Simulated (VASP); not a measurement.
# Zn3CdS4 (P-43m) in VASP: a series of runs

Zn3CdS4 is run at these levels: LDA; tasks: single point, relaxation of cell and atoms.

All numbers are computed with VASP 6.6.1; they aren't measurements. Logs are shortened: lines on timing, memory, paths and dates and some standing lists are left out, and cuts for length are marked.

### 1 The cell of the first run

It takes space group P-43m (No. 215, cubic). The conventional cell has a = 5.411 Å, b = 5.411 Å, c = 5.411 Å, α = 90.00°, β = 90.00°, γ = 90.00°. Zn (site symmetry -42m) has 4 S at 2.31 Å within 3.0 Å. Cd (site symmetry -43m) has 4 S at 2.46 Å within 3.2 Å. Within 3.0 Å of S (site symmetry 3m) lie 3 Zn at 2.31 Å and 1 Cd at 2.46 Å.

### 2 Single point, LDA

File INCAR:

```
PREC = Accurate ; ENCUT = 520
EDIFF = 1E-7 ; ISMEAR = 0
SIGMA = 0.01 ; LREAL = F
LASPH = T ; NELM = 80
ALGO = Normal ; ISIF = 2
LWAVE = F ; LCHARG = F
GGA = CA ; NBANDS = 46
```

File KPOINTS:

```
Automatic mesh
0
Gamma
  3 3 3
```

File POSCAR:

```
Zn3CdS4
1.0
    5.4113588020      0.0000000000      0.0000000000
    0.0000000000      5.4113588020      0.0000000000
    0.0000000000      0.0000000000      5.4113588020
Zn Cd S
3 1 4
Direct
    0.0000000000      0.5000000000      0.5000000000
    0.5000000000      0.0000000000      0.5000000000
    0.5000000000      0.5000000000      0.0000000000
    0.0000000000      0.0000000000      0.0000000000
    0.2624324744      0.2624324744      0.2624324744
    0.7375675256      0.7375675256      0.2624324744
    0.2624324744      0.7375675256      0.7375675256
    0.7375675256      0.2624324744      0.7375675256
```

Potentials or basis: VASP PAW LDA potentials, release 64 (Zn, Cd, S).

Run with:

```bash
$ cat potpaw_LDA.64/Zn/POTCAR potpaw_LDA.64/Cd/POTCAR potpaw_LDA.64/S/POTCAR > POTCAR
$ mpirun -np 1 vasp_std > vasp.out
```

OUTCAR:

```text
PREC = Accurate
   ENCUT = 520
   EDIFF = 1E-7
   ISMEAR = 0
   LREAL = F
   LASPH = T
   NELM = 80
   ISIF = 2
   GGA = CA

 ion  position               nearest neighbor table
   1  0.000  0.500  0.500-   5 2.31   6 2.31   7 2.31   8 2.31
   2  0.500  0.000  0.500-   5 2.31   6 2.31   7 2.31   8 2.31
   3  0.500  0.500  0.000-   5 2.31   6 2.31   7 2.31   8 2.31
   4  0.000  0.000  0.000-   5 2.46   6 2.46   7 2.46   8 2.46
   5  0.262  0.262  0.262-   1 2.31   2 2.31   3 2.31   4 2.46
   6  0.738  0.738  0.262-   1 2.31   2 2.31   3 2.31   4 2.46
   7  0.262  0.738  0.738-   1 2.31   2 2.31   3 2.31   4 2.46
   8  0.738  0.262  0.738-   1 2.31   2 2.31   3 2.31   4 2.46

  LATTYP: Found a simple cubic cell.
 ALAT       =     5.4113588020

  Lattice vectors:

 A1 = (   5.4113588020,   0.0000000000,   0.0000000000)
 A2 = (   0.0000000000,   5.4113588020,   0.0000000000)
 A3 = (   0.0000000000,   0.0000000000,   5.4113588020)

Analysis of symmetry for initial positions (statically):
=====================================================================
 Subroutine PRICEL returns:
 Original cell was already a primitive cell.

 Routine SETGRP: Setting up the symmetry group for a
 simple cubic supercell.

 Subroutine GETGRP returns: Found 24 space group operations
 (whereof 24 operations were pure point group operations)
 out of a pool of 48 trial point group operations.

The static configuration has the point symmetry T_d .

Analysis of symmetry for dynamics (positions and initial velocities):
=====================================================================
 Subroutine PRICEL returns:
 Original cell was already a primitive cell.

 Routine SETGRP: Setting up the symmetry group for a
 simple cubic supercell.

 Subroutine GETGRP returns: Found 24 space group operations
 (whereof 24 operations were pure point group operations)
 out of a pool of 48 trial point group operations.

The dynamic configuration has the point symmetry T_d .

 Subroutine INISYM returns: Found 24 space group operations
 (whereof 24 operations are pure point group operations),
 and found     1 'primitive' translations

----------------------------------------------------------------------------------------

                                     Primitive cell

  volume of cell :     158.4598

  direct lattice vectors                    reciprocal lattice vectors
     5.411358802  0.000000000  0.000000000     0.184796469  0.000000000  0.000000000
     0.000000000  5.411358802  0.000000000     0.000000000  0.184796469  0.000000000
     0.000000000  0.000000000  5.411358802     0.000000000  0.000000000  0.184796469

  length of vectors
     5.411358802  5.411358802  5.411358802     0.184796469  0.184796469  0.184796469

  position of ions in fractional coordinates (direct lattice)
     0.000000000  0.500000000  0.500000000
     0.500000000  0.000000000  0.500000000
     0.500000000  0.500000000  0.000000000
     0.000000000  0.000000000  0.000000000
     0.262432474  0.262432474  0.262432474
     0.737567526  0.737567526  0.262432474
     0.262432474  0.737567526  0.737567526
     0.737567526  0.262432474  0.737567526

  ion indices of the primitive-cell ions
   primitive index   ion index
                 1           1
                 2           2
                 3           3
                 4           4
                 5           5
                 6           6
                 7           7
                 8           8

----------------------------------------------------------------------------------------

 KPOINTS: Automatic mesh

Automatic generation of k-mesh.
 Grid dimensions read from file:
 generate k-points for:    3    3    3

 Generating k-lattice:

  Cartesian coordinates                     Fractional coordinates (reciprocal lattice)
     0.061598823  0.000000000  0.000000000     0.333333333  0.000000000  0.000000000
     0.000000000  0.061598823  0.000000000     0.000000000  0.333333333  0.000000000
     0.000000000  0.000000000  0.061598823     0.000000000  0.000000000  0.333333333

  Length of vectors
     0.061598823  0.061598823  0.061598823

  Shift w.r.t. Gamma in fractional coordinates (k-lattice)
     0.000000000  0.000000000  0.000000000

 Subroutine IBZKPT returns following result:
 ===========================================

 Found      4 irreducible k-points:

 Following reciprocal coordinates:
            Coordinates               Weight
  0.000000  0.000000  0.000000      1.000000
  0.333333  0.000000  0.000000      6.000000
  0.333333  0.333333  0.000000     12.000000
  0.333333  0.333333  0.333333      8.000000
   k-points           NKPTS =      4   k-points in BZ     NKDIM =      4   number of bands    NBANDS=     46
   number of dos      NEDOS =    301   number of ions     NIONS =      8
   total plane-waves  NPLWV =  64000
   dimension x,y,z NGX =    40 NGY =   40 NGZ =   40
   dimension x,y,z NGXF=    80 NGYF=   80 NGZF=   80
   ions per type =               3   1   4
   NGX,Y,Z   is equivalent  to a cutoff of  12.29, 12.29, 12.29 a.u.
   NGXF,Y,Z  is equivalent  to a cutoff of  24.58, 24.58, 24.58 a.u.
 SYSTEM =  unknown system
   PREC   = accura    normal or accurate (medium, high low for compatibility)
   ISTART =      0    job   : 0-new  1-cont  2-samecut
   ICHARG =      2    charge: 1-file 2-atom 10-const
   ISPIN  =      1    spin polarized calculation?
   LNONCOLLINEAR =      F non collinear calculations
   LSORBIT =      F    spin-orbit coupling
   LASPH  =      T    aspherical Exc in radial PAW
   ENCUT  =  520.0 eV  38.22 Ry    6.18 a.u.  10.06 10.06 10.06*2*pi/ulx,y,z
   NELM   =     80;   NELMIN=  2; NELMDL= -5     # of ELM steps
   EDIFF  = 0.1E-06   stopping-criterion for ELM
   LREAL  =      F    real-space projection
   EDIFFG = 0.1E-05   stopping-criterion for IOM
   NSW    =      0    number of steps for IOM
   IBRION =     -1    ionic relax: 0-MD 1-quasi-New 2-CG
   NFREE  =      0    steps in history (QN), initial steepest desc. (CG)
   ISIF   =      2    stress and relaxation
   ISYM   =      2    0-nonsym 1-usesym 2-fastsym
   POTIM  = 0.5000    time-step for ionic-motion
   TEBEG  =    0.0;   TEEND  =   0.0 temperature during run
   PSTRESS=    0.0 pullay stress
   NELECT =      72.0000    total number of electrons
   NUPDOWN=      -1.0000    fix difference up-down
   EMIN   =  10.00;   EMAX   =-10.00  energy-range for DOS
   EFERMI =   0.00;   METHOD = LEGACY
   ISMEAR =     0;   SIGMA  =   0.01  broadening in eV -4-tet -1-fermi 0-gaus
   EFERMI_NEDOS =   21; number of points for ismear=-14 and -15
   IALGO  =     38    algorithm
   IMIX   =      4    mixing-type and parameters
     AMIX     =   0.40;   BMIX     =  1.00
     AMIX_MAG =   1.60;   BMIX_MAG =  1.00
  volume/ion in A,a.u.               =      19.81       133.67
  Fermi-wavevector in a.u.,A,eV,Ry     =   1.258576  2.378363 21.551801  1.584013
  Thomas-Fermi vector in A             =   2.392178
   LORBIT       =      0    0 simple, 1 ext, 2 COOP (PROOUT), +10 PAW based schemes
   GGA     = CA    functional components
   LHFCALC =     F    Hartree Fock is set to
   AEXX    =    0.0000 exact exchange contribution
   IVDW    =     0    specifies the selected vdW correction
   LEPSILON=     F    determine dielectric tensor
   LRPA    =     F    only Hartree local field effects (RPA)
 non-spin polarized calculation
 Gauss-broadening in eV      SIGMA  =   0.01
  energy-cutoff  :      520.00
  volume of cell :      158.46
 maximum number of plane-waves:      4337
   NGX = 21   NGY = 21   NGZ = 21

 number of electron      72.0000014 magnetization

 Free energy of the ion-electron system (eV)
  ---------------------------------------------------
  ext. energy  EPLUGINS =         0.00000000
  ---------------------------------------------------
  free energy    TOTEN  =       -31.88812762 eV

  energy without entropy =      -31.88812762  energy(sigma->0) =      -31.88812762

 E-fermi :   2.3063     XC(G=0): -10.1819

 val. band max:        2.2366784529   @ k =   0.0000   0.0000   0.0000
 cond. band min:       4.0010913153   @ k =   0.0000   0.0000   0.0000
 fundamental gap:      1.7644128624
 Fermi energy:         2.3062503395

 k-point     1 :       0.0000    0.0000    0.0000
  band No.  band energies     occupation
      1     -11.0558      2.00000
      2      -9.8289      2.00000
      3      -9.8289      2.00000
      4      -9.8289      2.00000
      5      -5.4388      2.00000
      6      -5.4388      2.00000
[... 38 lines left out ...]
     45       8.5441      0.00000
     46       8.5441      0.00000

 k-point     2 :       0.3333    0.0000    0.0000
  band No.  band energies     occupation
      1     -10.7957      2.00000
      2     -10.1560      2.00000
      3      -9.8279      2.00000
      4      -9.8279      2.00000
      5      -5.5576      2.00000
      6      -5.4076      2.00000
[... 38 lines left out ...]
     45       9.6079      0.00000
     46       9.6079      0.00000

 k-point     3 :       0.3333    0.3333    0.0000
  band No.  band energies     occupation
      1     -10.5808      2.00000
      2     -10.0934      2.00000
      3     -10.0568      2.00000
      4      -9.8937      2.00000
      5      -5.5190      2.00000
      6      -5.4743      2.00000
[... 38 lines left out ...]
     45       8.8526      0.00000
     46       9.1426      0.00000

 k-point     4 :       0.3333    0.3333    0.3333
  band No.  band energies     occupation
      1     -10.4184      2.00000
      2     -10.0834      2.00000
      3     -10.0834      2.00000
      4     -10.0088      2.00000
      5      -5.4919      2.00000
      6      -5.4281      2.00000
[... 38 lines left out ...]
     45       9.1329      0.00000
     46       9.6954      0.00000

------------------------ aborting loop because EDIFF is reached ----------------------------------------

  FORCE on cell =-STRESS in cart. coord.  units (eV):
  Direction    XX          YY          ZZ          XY          YZ          ZX
  --------------------------------------------------------------------------------------
  -------------------------------------------------------------------------------------
  Total        0.3449096      0.3449096      0.3449096      0.0000000     -0.0000000      0.0000000
  in kB        3.4873602      3.4873602      3.4873602      0.0000000     -0.0000000      0.0000000
  external PRESSURE =       3.4873602 kB  Pullay stress =       0.0000000 kB

 VOLUME and BASIS-vectors are now :
 -----------------------------------------------------------------------------
  energy-cutoff  :      520.00
  volume of cell :      158.46
      direct lattice vectors                 reciprocal lattice vectors
     5.411358802  0.000000000  0.000000000     0.184796469  0.000000000  0.000000000
     0.000000000  5.411358802  0.000000000     0.000000000  0.184796469  0.000000000
     0.000000000  0.000000000  5.411358802     0.000000000  0.000000000  0.184796469

 POSITION                                       TOTAL-FORCE (eV/Angst)
 -----------------------------------------------------------------------------------
      0.00000      2.70568      2.70568         0.000000      0.000000      0.000000
      2.70568      0.00000      2.70568         0.000000      0.000000      0.000000
      2.70568      2.70568      0.00000         0.000000      0.000000      0.000000
      0.00000      0.00000      0.00000         0.000000      0.000000      0.000000
      1.42012      1.42012      1.42012         0.021698      0.021698      0.021698
      3.99124      3.99124      1.42012        -0.021698     -0.021698      0.021698
      1.42012      3.99124      3.99124         0.021698     -0.021698     -0.021698
      3.99124      1.42012      3.99124        -0.021698      0.021698     -0.021698
 -----------------------------------------------------------------------------------
    total drift:                                0.000000      0.000000     -0.000000

  FREE ENERGIE OF THE ION-ELECTRON SYSTEM (eV)
  ---------------------------------------------------
  free  energy   TOTEN  =       -31.8881276152 eV

  energy  without entropy=      -31.8881276152  energy(sigma->0) =      -31.88812762
```

Wall time 14 s (1 thread of Intel Xeon 6975P-C (Granite Rapids), shared host); peak memory 0.2 GiB.

Results:

```
Free energy            : -31.8881 eV
Pressure               : 0.3 GPa
Largest force          : 0.038 eV/Å
Band gap on the k mesh : 1.76 eV, direct
```

Forces in eV/Å, atoms in the order of the input:
```
Zn   0.000  0.000  0.000
Zn   0.000  0.000  0.000
Zn   0.000  0.000  0.000
Cd   0.000  0.000  0.000
S    0.022  0.022  0.022
S   -0.022 -0.022  0.022
S    0.022 -0.022 -0.022
S   -0.022  0.022 -0.022
```

Levels at points of the mesh, in eV from the valence-band top:
```csv
k point,band 34,band 35,band 36,band 37,band 38,band 39
"(0.00, 0.00, 0.00)",0.00,0.00,0.00,1.76,3.16,3.16
```

As with any semilocal functional, this LDA gap is likely too small.

### 3 Relaxation of cell and atoms, LDA

This run uses another cell than the first one, of 20.92 Å³/atom, 1.056 times its volume.

File INCAR:

```
SYSTEM = Zn3CdS4
ALGO = Normal
EDIFF = 1E-6
EDIFFG = -0.01
ENCUT = 600
IBRION = 2
ISIF = 3
ISMEAR = 0
LASPH = .True.
LCHARG = .False.
LREAL = .False.
LWAVE = .False.
NELM = 60
NSW = 80
PREC = Accurate
SIGMA = 0.01
```

File KPOINTS:

```
k-points
0
Gamma
  3 3 3
  0 0 0
```

File POSCAR:

```
Zn3CdS4
1.0
    5.5110120200      0.0000000000      0.0000000000
    0.0000000000      5.5110120200      0.0000000000
    0.0000000000      0.0000000000      5.5110120200
Zn Cd S
3 1 4
Direct
    0.0000000000      0.5000000000      0.5000000000
    0.5000000000      0.0000000000      0.5000000000
    0.5000000000      0.5000000000      0.0000000000
    0.0000000000      0.0000000000      0.0000000000
    0.2626801900      0.2626801900      0.2626801900
    0.7373198100      0.7373198100      0.2626801900
    0.2626801900      0.7373198100      0.7373198100
    0.7373198100      0.2626801900      0.7373198100
```

Potentials or basis: VASP PAW LDA potentials, release 64 (Zn, Cd, S).

Run with:

```bash
$ cat potpaw_LDA.64/Zn/POTCAR potpaw_LDA.64/Cd/POTCAR potpaw_LDA.64/S/POTCAR > POTCAR
$ mpirun -np 1 vasp_std > vasp.out
```

Run time: 59 s. Hardware: 1 thread of Intel Xeon 6975P-C (Granite Rapids), shared host; peak memory 0.28 GiB.

The run converged. Its results:

- Free energy: -31.8918 eV
- Relaxed volume: 19.89 Å³/atom
- Relaxed cell: a = 5.419 Å, b = 5.419 Å, c = 5.419 Å, α = 90.00°, β = 90.00°, γ = 90.00°
- Space group after relaxing (to 0.05 Å): P-43m (No. 215)
- Energy gained by relaxing: 12.4 meV/atom
- Ionic steps: 5
- Pressure after relaxing: 0.0 GPa
- Largest force after relaxing: 0.007 eV/Å
- Band gap on the k mesh: 1.75 eV, direct

Forces on the atoms (eV/Å):
```
Zn   0.000  0.000  0.000
Zn   0.000  0.000  0.000
Zn   0.000  0.000  0.000
Cd   0.000  0.000  0.000
S    0.004  0.004  0.004
S   -0.004 -0.004  0.004
S    0.004 -0.004 -0.004
S   -0.004  0.004 -0.004
```

Step by step:
```csv
step,energy change (eV),largest force (eV/Å),pressure (GPa),volume (Å³)
1,0.0000,0.0346,-3.68,167.38
2,-0.0832,0.0431,1.64,156.01
3,-0.0991,0.0188,-0.08,159.11
4,-0.0991,0.0201,0.06,158.95
5,-0.0992,0.0070,0.00,159.10
```

Final structure:
```
Zn Cd S
1.0
     5.41869    0.00000    0.00000
     0.00000    5.41869    0.00000
     0.00000    0.00000    5.41869
Zn Cd S
3 1 4
Direct
  0.00000 0.50000 0.50000
  0.50000 0.00000 0.50000
  0.50000 0.50000 0.00000
  0.00000 0.00000 0.00000
  0.26265 0.26265 0.26265
  0.73735 0.73735 0.26265
  0.26265 0.73735 0.73735
  0.73735 0.26265 0.73735
```

Levels at points of the mesh, in eV from the valence-band top:
```
           k point  band 34  band 35  band 36  band 37  band 38  band 39
(0.00, 0.00, 0.00)     0.00     0.00     0.00     1.75     3.17     3.17
```
